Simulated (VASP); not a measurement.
Hf2N, 6 atoms in the cell. It takes space group P4_2/mnm (No. 136, tetragonal). Conventional cell: a = 5.313 Å, b = 5.313 Å, c = 3.242 Å, α = 90.00°, β = 90.00°, γ = 90.00°. Within 2.9 Å of Hf (site symmetry m2m) lie 3 N at 2.22 to 2.23 Å. Within 2.9 Å of N (site symmetry mmm) lie 6 Hf at 2.22 to 2.23 Å. 

| Property | Result |
| --- | --- |
| Program | VASP 6.6.1 |
| Task | single point |
| Functional | r2SCAN |
| Potentials or basis | VASP PAW PBE potentials, release 64 (Hf_pv, N) |
| Cutoff | 520 eV |
| k mesh | 1 × 1 × 2 |
| Occupations | gaussian, width 0.1 eV |
| Spin | no spin polarisation |
| Dipole correction | no |
| Further INCAR settings | ALGO = Normal; EDIFF = 1e-07; NBANDS = 34 |

Potentials or basis: VASP PAW PBE potentials, release 64 (Hf_pv, N).

Launch:

```bash
$ cat potpaw_PBE.64/Hf_pv/POTCAR potpaw_PBE.64/N/POTCAR > POTCAR
$ cp INCAR.step1 INCAR
$ mpirun -np 1 vasp_std > vasp.out
$ cp INCAR.step2 INCAR
$ mpirun -np 1 vasp_std > vasp.out
```

Hardware: 1 thread of Intel(R) Xeon(R) 6975P-C (Granite Rapids), on a shared host.

Problem. How long does it take, and how much memory?

Solution. It took 36 s on 1 thread of Intel(R) Xeon(R) 6975P-C (Granite Rapids) (shared host), peak memory 0.2 GiB. Counts: k points 2.
